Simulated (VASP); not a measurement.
Here is a VASP 6.6.1 calculation.

INCAR

```
PREC = Accurate
ENCUT = 520
EDIFF = 1E-6
ISMEAR = 0
SIGMA = 0.01
LREAL = False
LASPH = True
NELM = 60
ALGO = Normal
ISIF = 2
LWAVE = False
LCHARG = False
GGA = PE
NBANDS = 11
```

File KPOINTS:

```
Automatic mesh
0
Gamma
  6 6 6
```

POSCAR

```
MgO
1.0
    2.6233491265      0.0000000000      0.0000000000
    0.0000000000      2.6233491265      0.0000000000
    0.0000000000      0.0000000000      2.6233491265
Mg O
1 1
Direct
    0.0000000000      0.0000000000      0.0000000000
    0.5000000000      0.5000000000      0.5000000000
```

Potentials or basis: VASP PAW PBE potentials, release 64 (Mg, O).

Command:

```console
$ cat potpaw_PBE.64/Mg/POTCAR potpaw_PBE.64/O/POTCAR > POTCAR
$ mpirun -np 1 vasp_std > vasp.out
```

(1) Predict the band gap on the k mesh.

(2) Estimate the pressure.

Answers

(1) 2.62 eV (least direct gap 3.64 eV).

(2) 5.5 GPa.

Caveat: the cell stands under pressure; the structure was generated, so it needn't be the stable form of MgO.
